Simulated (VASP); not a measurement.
CaO, 2 atoms in the cell. Symmetry: Fm-3m, No. 225, cubic system. The conventional cell has a = 4.795 Å, b = 4.795 Å, c = 4.795 Å, α = 90.00°, β = 90.00°, γ = 90.00°. Ca (site symmetry m-3m) has 6 O at 2.40 Å within 3.2 Å. Within 3.2 Å of O (site symmetry m-3m) lie 6 Ca at 2.40 Å. 

- Program: VASP 6.6.1
- Task: single point
- Functional: PBE-based screened hybrid with 30 % exact exchange
- Potentials or basis: VASP PAW PBE potentials, release 64 (Ca_sv, O)
- Cutoff: 520 eV
- k mesh: 4 × 4 × 4
- Occupations: gaussian, width 0.01 eV
- Spin: no spin polarisation
- Dipole correction: no
- Grid for exact exchange (PRECFOCK): Normal
- Share of exact exchange: 0.3
- Further INCAR settings: ALGO = Normal; EDIFF = 1e-06; NBANDS = 15
- Screening parameter: 0.1 1/Å

Potentials or basis: VASP PAW PBE potentials, release 64 (Ca_sv, O).

Command:

```console
$ cat potpaw_PBE.64/Ca_sv/POTCAR potpaw_PBE.64/O/POTCAR > POTCAR
$ cp INCAR.step1 INCAR
$ mpirun -np 1 vasp_std > vasp.out
$ cp INCAR.step2 INCAR
$ mpirun -np 1 vasp_std > vasp.out
```

Hardware: 1 thread of Intel(R) Xeon(R) Platinum 8481C CPU @ 2.70GHz (Sapphire Rapids), on a shared host.

Q: How long does it take, and how much memory?

A: Run time: 2 min on 1 thread of Intel(R) Xeon(R) Platinum 8481C CPU @ 2.70GHz (Sapphire Rapids), on a shared host, peak memory 0.26 GiB. Counts: k points 8.
